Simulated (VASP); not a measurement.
Crystal: LiF.

```
Li F
1.0
     2.38375    0.00000    0.00000
    -1.19187    2.06438    0.00000
     0.00000    0.00000    3.88551
Li F
2 2
Direct
  0.00000 0.00000 0.00000
  0.00000 0.00000 0.50000
  0.33333 0.66667 0.25000
  0.66667 0.33333 0.75000
```

| Property | Result |
| --- | --- |
| Program | VASP 6.6.1 |
| Task | relaxation of cell and atoms |
| Functional | PBEsol |
| Potentials or basis | VASP PAW PBE potentials, release 64 (Li_sv, F) |
| Cutoff | 600 eV |
| k mesh | 9 × 9 × 6 |
| Occupations | fermi-dirac, width 0.03 eV |
| Spin | no spin polarisation |

At the start: pressure 116.8 GPa; volume 4.78 Å³/atom.

**Question.** How do energy, volume and symmetry change on relaxing?

**Answer.** Over 5 steps the energy falls by 743.0 meV/atom and the volume is 7.61 Å³/atom (+59.2 %); space group P6_3/mmc (No. 194, to 0.1 Å) before and after.

The path:
```
step  energy change (eV)  largest force (eV/Å)  pressure (GPa)  volume (Å³)
   1              0.0000                0.0000          116.82        19.12
   2             -2.9675                0.0000           -0.13        30.47
   3             -2.9675                0.0000           -0.17        30.49
   4             -2.9714                0.0000           -0.16        30.46
   5             -2.9721                0.0000           -0.13        30.44
```

Final structure:
```
Li F
1.0
     2.74382    0.00000    0.00000
    -1.37191    2.37622    0.00000
     0.00000    0.00000    4.66911
Li F
2 2
Cartesian
  0.0000 0.0000 0.0000
  -1.3719 2.3762 2.3346
  0.0000 1.5841 1.1673
  1.3719 0.7921 3.5018
```

Caveat: the cutoff is under 1.25 times the usual one of these potentials, so pressure, stress and relaxed cells hold a basis-set (Pulay) error; the volume moved by over 15 % at a fixed basis, so the end points are rough; the PAW data sets were made with another functional, which shifts forces and pressure a little.
